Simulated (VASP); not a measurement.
Set up this calculation in VASP 6.6.1, as the native input.

- Task: single point
- Functional: PBE
- Potentials or basis: VASP PAW PBE potentials, release 64 (Hf_pv, Sn_d, O)
- Cutoff: 520 eV
- k mesh: 8 × 8 × 6
- Occupations: gaussian, width 0.02 eV
- Spin: no spin polarisation
- Dipole correction: no
- Further INCAR settings: ALGO = Normal; EDIFF = 1e-06; NBANDS = 33

The structure of HfSnO4 lies in POSCAR:

```
HfSnO4
1.0
    3.5998554917      0.0000000000      0.0000000000
    0.0000000000      3.5998554917      0.0000000000
    0.0000000000      0.0000000000      5.4270476059
Hf Sn O
1 1 4
Direct
    0.0000000000      0.0000000000      0.0000000000
    0.5000000000      0.5000000000      0.5000000000
    0.0000000000      0.5000000000      0.6842662688
    0.5000000000      0.0000000000      0.8217961305
    0.5000000000      0.0000000000      0.3157337312
    0.0000000000      0.5000000000      0.1782038695
```

These files were run (other wordings do the same):

INCAR

```
SYSTEM = HfSnO4
PREC = Accurate
ENCUT = 520
EDIFF = 1E-6
ISMEAR = 0
SIGMA = 0.02
LREAL = .FALSE.
LASPH = .TRUE.
NELM = 60
ALGO = Normal
ISIF = 2
LWAVE = .FALSE.
LCHARG = .FALSE.
GGA = PE
NBANDS = 33
```

KPOINTS

```
Automatic mesh
0
G
  8 8 6
  0 0 0
```

Potentials or basis: VASP PAW PBE potentials, release 64 (Hf_pv, Sn_d, O).

Launch:

```bash
$ cat potpaw_PBE.64/Hf_pv/POTCAR potpaw_PBE.64/Sn_d/POTCAR potpaw_PBE.64/O/POTCAR > POTCAR
$ mpirun -np 1 vasp_std > vasp.out
```

It gave:

* Pressure: -1.2 GPa
* Largest force: 0.121 eV/Å
* Band gap on the k mesh: 1.76 eV (least direct gap 1.87 eV)

Caveat: spin-orbit coupling is left out, which moves the levels of the heavy elements.

Run time: 54 s on 1 thread of Intel(R) Xeon(R) 6975P-C (Granite Rapids) (shared host), peak memory 0.26 GiB.
